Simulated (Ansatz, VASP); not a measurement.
## One calculation of AlFe, two programs

```
Fe Al
1.0
     2.91000    0.00000    0.00000
     0.00000    2.91000    0.00000
     0.00000    0.00000    2.91000
Fe Al
1 1
Direct
  0.50000 0.50000 0.50000
  0.00000 0.00000 0.00000
```

Alike in both runs: task single point; functional PBEsol; k mesh 8 × 8 × 8; occupations fermi-dirac, width 0.05 eV; collinear spin; fixed moment 6 μB.

|  | VASP | Ansatz |
| --- | --- | --- |
| version | VASP 6.6.1 | Ansatz 0.2.0 |
| potentials or method | VASP PAW PBE potentials, release 64 (Fe_sv, Al) | Ansatz PAW |
| plane-wave cutoff (eV) | 690 | 420 |
| valence electrons in the cell | 19 | 19 |

VASP gave:

* net moment per atom (μB): 3.00
* size of the moment on the site where the two differ most (μB): 3.88

Problem. Which values does Ansatz return?

Solution. net moment per atom (μB): 3.00; size of the moment on the site where the two differ most (μB): 4.23.

VASP's potentials were made for PBE, not for PBEsol. Site moments also hang on the region over which each program counts them. With one functional, cell and mesh, what is left measures potentials, basis and numerics.
